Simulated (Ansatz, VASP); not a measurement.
**BaTe in VASP and in Ansatz**

File INCAR:

```
SYSTEM = BaTe
PREC = Accurate
ENCUT = 520
EDIFF = 1E-7
ISMEAR = 0
SIGMA = 0.05
LREAL = .False.
LASPH = .True.
NELM = 100
ALGO = Normal
ISIF = 2
LWAVE = .False.
LCHARG = .True.
GGA = PS
LELF = .True.
LVHAR = .True.
NBANDS = 15
```

KPOINTS

```
regular mesh
0
Gamma
  6 6 6
  0 0 0
```

POSCAR

```
BaTe
1.0
    4.2624660000      0.0000000000      0.0000000000
    0.0000000000      4.3370591550      0.0000000000
    0.0000000000      0.0000000000      4.2624660000
Ba Te
1 1
Direct
    0.0000000000      0.0000000000      0.0000000000
    0.5000000000      0.5000000000      0.5000000000
```

Input for Ansatz:

```yaml
crystal:
  lattice:
    - [4.262466, 0.0, 0.0]
    - [0.0, 4.337059155, 0.0]
    - [0.0, 0.0, 4.262466]
  atoms:
    - { symbol: Ba, position: [0.0, 0.0, 0.0] }
    - { symbol: Te, position: [0.5, 0.5, 0.5] }
basis:
  ecutwfc: 420
kpoints:
  mp_grid: { grid: [6, 6, 6] }
hamiltonian:
  xc: pbesol
scf:
  occupations: { method: gaussian, width: 0.05 }
output:
  forces: true
  stress: true
  eigenvalues: true
```

Change from the starting cell: strain +0.0175 x Voigt [0, 1, 0, 0, 0, 0], atoms carried along.

Alike in both runs: task single point; functional PBEsol; k mesh 6 × 6 × 6; occupations gaussian, width 0.05 eV; no spin polarisation.

```csv
,VASP,Ansatz
version,VASP 6.6.1,Ansatz 0.2.0
potentials or method,"VASP PAW PBE potentials, release 64 (Ba_sv, Te), cutoff 520 eV","scalar-relativistic, plane waves, PAW"
valence electrons in the cell,16,26
```

|  | VASP | Ansatz | Ansatz less VASP |
| --- | --- | --- | --- |
| gap on the k mesh at the Fermi level (eV) | 0.69 | 0.78 | +0.096 |
| least direct gap on the mesh (eV) | 0.83 | 0.93 | +0.095 |
| pressure (GPa) | -2.2 | -2.6 | -0.43 |
| traceless stress, the component that is largest in VASP (GPa) | -0.80 | -0.80 | +0.002 |

VASP's potentials were made for PBE, not for PBEsol. The functional is the same, so the differences come from potentials, cutoffs and numerics. VASP's potentials hold 16 valence electrons a cell and Ansatz's 26, so a difference there can come from the potentials and not from the codes.

Neither program's run includes spin-orbit coupling.
